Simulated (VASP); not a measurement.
Here is a VASP 6.6.1 calculation.

Contents of INCAR:

```
SYSTEM = CoO
PREC = Accurate
ENCUT = 600
EDIFF = 1E-7
ISMEAR = 0
SIGMA = 0.1
LREAL = .FALSE.
LASPH = .TRUE.
NELM = 150
ALGO = Normal
ISIF = 3
LWAVE = .FALSE.
LCHARG = .FALSE.
ISPIN = 2
MAGMOM = 3 1
LORBIT = 11
LMAXMIX = 4
GGA = PE
IBRION = 2
NSW = 80
EDIFFG = -0.01
KPAR = 4
```

The input KPOINTS:

```
Automatic mesh
0
G
  18 18 18
  0 0 0
```

File POSCAR:

```
CoO
1.0
    1.5054695445      0.8691832468      2.4399269062
   -1.5054695445      0.8691832468      2.4399269062
    0.0000000000     -1.7383664936      2.4399269062
Co O
1 1
Direct
    0.0000000000      0.0000000000      0.0000000000
    0.5000000000      0.5000000000      0.5000000000
```

Potentials or basis: VASP PAW PBE potentials, release 64 (Co, O).

Command:

```bash
$ cat potpaw_PBE.64/Co/POTCAR potpaw_PBE.64/O/POTCAR > POTCAR
$ mpirun -np 4 vasp_std > vasp.out
```

Q: Predict the space group after relaxing (to 0.1 Å).

A: R-3m (No. 166).

Q: Predict the relaxed volume.

A: 9.46 Å³/atom.

Q: Predict the relaxed cell.

A: a = 2.904 Å, b = 2.904 Å, c = 2.904 Å, α = 64.17°, β = 64.17°, γ = 64.17°.

Q: What does it give for the site moments?

A: Co +2.50; O +0.28 μB.

Step by step:
```csv
step,energy change (eV),largest force (eV/Å),pressure (GPa),volume (Å³)
1,0.0000,0.0000,-0.78,19.16
2,-0.0003,0.0000,0.27,19.03
3,-0.0003,0.0000,0.10,19.05
4,-0.0004,0.0000,0.11,19.04
5,-0.0008,0.0000,0.15,19.04
6,-0.0019,0.0000,0.23,19.02
7,-0.0049,0.0000,0.30,18.98
8,-0.0081,0.0000,0.28,18.88
9,-0.0082,0.0000,0.26,18.89
10,-0.0082,0.0000,0.30,18.89
11,-0.0049,0.0000,-2.83,19.23
12,-0.0082,0.0000,0.04,18.91
```

Caveat: a cell with one magnetic atom can't hold antiferromagnetic order, which such compounds often take.
